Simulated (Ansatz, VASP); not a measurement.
# One calculation of Cd, two programs

```xyz
1
Lattice="0.0000 2.1881 2.1881 2.1881 0.0000 2.1881 2.1881 2.1881 0.0000" Properties=species:S:1:pos:R:3 pbc="T T T"
Cd    0.0000    0.0000    0.0000
```

Alike in both runs: functional PBEsol; k mesh 17 × 17 × 17; occupations fermi-dirac, width 0.08 eV; no spin polarisation.

Ansatz relaxed the structure, and its values are those at the end. VASP's run is a single point on that final structure, the one shown.

|  | VASP | Ansatz |
| --- | --- | --- |
| version | VASP 6.6.1 | Ansatz 0.2.0 |
| potentials or method | VASP PAW PBE potentials, release 64 (Cd) | PAW with Ansatz's default frozen-core files, scalar-relativistic |
| plane-wave cutoff (eV) | 520 | 420 |
| valence electrons in the cell | 12 | 20 |

|  | VASP | Ansatz | Ansatz less VASP |
| --- | --- | --- | --- |
| pressure (GPa) | 0.4 | 0.0 | -0.35 |

VASP's potentials were made for PBE, not for PBEsol. VASP's potentials hold 12 valence electrons a cell and Ansatz's 20, so a difference there can come from the potentials and not from the codes.
